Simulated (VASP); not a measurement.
Wanted: the native input for a VASP 6.6.1 run.

* Task: single point
* Functional: PBEsol
* Dispersion: D3(BJ)
* Potentials or basis: VASP PAW PBE potentials, release 64 (Al)
* Cutoff: 520 eV
* k mesh: 8 × 8 × 8
* Occupations: methfessel-paxton, width 0.1 eV
* Spin: non-collinear spin, typed start
* Starting moments: [[0.289, 0.289, 0.289]] μB
* Dipole correction: no
* Further INCAR settings: ALGO = Normal; EDIFF = 1e-07; NBANDS = 14

The structure of Al lies in POSCAR:

```
Al
1.0
    0.0000000000      2.0382146954      2.0382146954
    2.0382146954      0.0000000000      2.0382146954
    2.0382146954      2.0382146954      0.0000000000
Al
1
Direct
    0.0000000000      0.0000000000      0.0000000000
```

This cell differs from its parent crystal: volume scaled by 1.02.

These files were run (other wordings do the same):

INCAR

```
SYSTEM = Al
PREC = Accurate
ENCUT = 520
EDIFF = 1E-7
ISMEAR = 1
SIGMA = 0.1
LREAL = .False.
LASPH = .True.
NELM = 150
ALGO = Normal
ISIF = 2
LWAVE = .False.
LCHARG = .False.
LNONCOLLINEAR = .True.
MAGMOM = 0.289 0.289 0.289
LORBIT = 11
GGA = PS
IVDW = 12
NBANDS = 14
```

KPOINTS

```
Automatic mesh
0
Gamma
  8 8 8
  0 0 0
```

Potentials or basis: VASP PAW PBE potentials, release 64 (Al).

Launch:

```sh
$ cat potpaw_PBE.64/Al/POTCAR > POTCAR
$ mpirun -np 1 vasp_ncl > vasp.out
```

It gave:

| Quantity | Value |
| --- | --- |
| Pressure | -6.3 GPa |
| Band gap on the k mesh | zero (band 3 reaches 20.14 eV, above the bottom of band 4 at 3.34 eV) |
| Net moment | 0.00 μB per cell |
| Valence electrons inside the program's atomic spheres | Al 0.76 |
| Dispersion energy per atom | -0.309 eV |

Caveat: the PAW data sets were made with another functional, which shifts forces and pressure a little; pairwise dispersion overbinds metals, which lowers pressure and volume.

Wall time 16 s on 1 thread of Intel(R) Xeon(R) 6975P-C (Granite Rapids), on a shared host, peak memory 0.2 GiB.
